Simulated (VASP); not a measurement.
Here is a VASP 6.6.1 calculation.

Contents of INCAR:

```
  PREC = Accurate
  ENCUT = 520
  EDIFF = 1E-6
  ISMEAR = 0
  SIGMA = 0.02
  LREAL = False
  LASPH = True
  NELM = 80
  ALGO = Normal
  ISIF = 2
  LWAVE = False
  LCHARG = True
  GGA = PE
  LELF = True
  LVHAR = True
  NBANDS = 31
```

Contents of KPOINTS:

```
regular mesh
0
Gamma
  6 6 6
```

File POSCAR:

```
Al3GaSb4
1.0
   -3.1420495916      3.1420495916      6.2841375595
    3.1420495916     -3.1420495916      6.2841375595
    3.1420495916      3.1420495916     -6.2841375595
Al Ga Sb
3 1 4
Direct
    0.5000000000      0.5000000000      0.0000000000
    0.2500000000      0.7500000000      0.5000000000
    0.7500000000      0.2500000000      0.5000000000
    0.0000000000      0.0000000000      0.0000000000
    0.6252060000      0.6252060000      0.5004640000
    0.1247420000      0.1247420000      0.4995360000
    0.8752580000      0.3747940000      0.0000000000
    0.3747940000      0.8752580000      0.0000000000
```

Potentials or basis: VASP PAW PBE potentials, release 64 (Al, Ga_d, Sb).

Launch:

```sh
$ cat potpaw_PBE.64/Al/POTCAR potpaw_PBE.64/Ga_d/POTCAR potpaw_PBE.64/Sb/POTCAR > POTCAR
$ mpirun -np 1 vasp_std > vasp.out
```

Task: Estimate the band gap on the k mesh.

Result: 0.62 eV.

Task: Predict the pressure.

Result: -1.2 GPa.

Caveat: semilocal functionals underestimate gaps, and a narrow one can read as zero; spin-orbit coupling is left out, which moves the levels of the heavy elements. A k mesh can miss the band edges.
